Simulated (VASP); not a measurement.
The system is AlN.

```
Al N
1.0
     3.11300    0.00000    0.00000
    -1.55650    2.69594    0.00000
     0.00000    0.00000    4.98100
Al N
2 2
Direct
  0.33333 0.66667 0.00000
  0.66667 0.33333 0.50000
  0.33333 0.66667 0.38000
  0.66667 0.33333 0.88000
```

Base run:

```yaml
Program: VASP 6.6.1
Functional: r2SCAN
Potentials_or_basis: VASP PAW PBE potentials, release 64 (Al, N)
Cutoff: 520 eV
k_mesh: 6 × 6 × 4
Occupations: gaussian, width 0.01 eV
Spin: no spin polarisation
```

Its results: band gap on the k mesh 4.90 eV, direct; pressure -1.3 GPa; largest force 0.126 eV/Å.

Problem. The run is repeated on the same cell with these changes: functional from r2SCAN to PBEsol. What comes out?

Solution. Band gap on the k mesh 4.15 eV, direct; pressure 0.2 GPa; largest force 0.133 eV/Å.

r2SCAN gives the wider gap, since meta-GGAs in the generalised Kohn-Sham scheme recover part of the derivative discontinuity.

Caveats: the PAW data sets were made with another functional, which shifts forces and pressure a little.

